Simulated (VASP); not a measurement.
Crystal: W.

```
W
1.0
     2.59311    0.00000    0.00000
     0.00000    2.59311    0.00000
     0.00000    0.00000    2.59311
W
1
Direct
  0.00000 0.00000 0.00000
```

- Program: VASP 6.6.1
- Task: relaxation of cell and atoms
- Functional: PBE
- Potentials or basis: VASP PAW PBE potentials, release 64 (W_sv)
- Cutoff: 600 eV
- k mesh: 16 × 16 × 16
- Occupations: fermi-dirac, width 0.1 eV
- Spin: no spin polarisation

At the start: pressure 13.1 GPa; volume 17.44 Å³/atom.

Problem. How do energy, volume and symmetry change on relaxing?

Solution. Over 4 steps the energy falls by 37.6 meV/atom and the volume is 18.40 Å³/atom (+5.5 %); space group Pm-3m (No. 221, to 0.05 Å).

The path:
| step | energy change (eV) | largest force (eV/Å) | pressure (GPa) | volume (Å³) |
| --- | --- | --- | --- | --- |
| 1 | 0.0000 | 0.0000 | 13.14 | 17.44 |
| 2 | 0.2022 | 0.0000 | -23.29 | 21.30 |
| 3 | -0.0375 | 0.0000 | -0.69 | 18.46 |
| 4 | -0.0376 | 0.0000 | -0.04 | 18.40 |

Final structure:
```
W
1.0
     2.64016    0.00000    0.00000
     0.00000    2.64016    0.00000
     0.00000    0.00000    2.64016
W
1
Direct
  0.00000 0.00000 0.00000
```
